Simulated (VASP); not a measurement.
MgO:

```xyz
2
Lattice="0.0000 2.2820 2.2820 2.2820 0.0000 2.2820 2.2820 2.2820 0.0000" Properties=species:S:1:pos:R:3 pbc="T T T"
Mg    0.0000    0.0000    0.0000
O     1.1410    1.1410    1.1410
```

Base run:

* Program: VASP 6.6.1
* Functional: PBE
* Potentials or basis: VASP PAW PBE potentials, release 64 (Mg, O)
* Cutoff: 600 eV
* k mesh: 6 × 6 × 6
* Occupations: gaussian, width 0.01 eV
* Spin: no spin polarisation

Its results: band gap on the k mesh 3.64 eV, direct; pressure 3.3 GPa.

The run is repeated on the same cell with these changes: functional from PBE to r2SCAN; cutoff from 600 eV to 520 eV; k mesh from 6 × 6 × 6 to 10 × 10 × 10. What comes out?

Band gap on the k mesh 4.32 eV, direct; pressure -0.5 GPa.

Several settings changed at once, so the effect can't be laid on one alone.

Caveats: the PAW data sets were made with another functional, which shifts forces and pressure a little (some runs).

